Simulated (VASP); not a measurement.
# P: single point with PBEsol

P, a slab with vacuum:

```
CELL_PARAMETERS angstrom
3.46720 0.00000 0.00000
0.00000 36.81613 0.00000
0.00000 0.00000 3.98132
ATOMIC_POSITIONS crystal
P 0.00000 0.96969 0.58262
P 0.00000 0.03031 0.41738
P 0.50000 0.03031 0.08262
P 0.50000 0.96969 0.91738
```

This cell differs from its parent crystal: ratio of the length along z to the lengths across it x 0.85, volume and fractional coordinates fixed.

```
Program                : VASP 6.6.1
Task                   : single point
Functional             : PBEsol
Potentials or basis    : VASP PAW PBE potentials, release 64 (P)
Cutoff                 : 520 eV
k mesh                 : 10 × 1 × 8
Occupations            : gaussian, width 0.05 eV
Spin                   : no spin polarisation
Dipole correction      : no
Further INCAR settings : ALGO = Normal; EDIFF = 1e-06; NBANDS = 18
```

```json
{
  "Largest force": "1.274 eV/Å",
  "Band gap on the k mesh": "zero (bands 10 and 11 overlap by 0.08 eV)"
}
```

Forces on the atoms (eV/Å):
```
P    0.000  0.535 -1.157
P    0.000 -0.535  1.157
P    0.000 -0.535 -1.157
P    0.000  0.535  1.157
```

Levels at points of the mesh, in eV from the Fermi level:
```tsv
k point	band 6	band 7	band 8	band 9	band 10	band 11	band 12	band 13	band 14	band 15
(0.00, 0.00, 0.00)	-4.51	-4.13	-3.35	-2.09	-0.13	-0.10	0.47	1.39	3.89	3.98
(0.50, 0.00, 0.00)	-4.50	-2.63	-2.63	-2.32	-2.32	1.63	1.63	1.91	1.91	2.52
(0.00, 0.00, 0.50)	-3.87	-3.55	-3.55	-0.97	-0.97	1.10	1.10	2.47	2.47	3.18
(0.50, 0.00, 0.50)	-5.51	-5.48	-5.48	-1.99	-1.99	1.55	1.55	5.29	5.29	6.25
```

It took 3 min on 1 thread of Intel(R) Xeon(R) 6975P-C (Granite Rapids) (shared host), peak memory 0.6 GiB.

Caveat: the PAW data sets were made with another functional, which shifts forces and pressure a little.
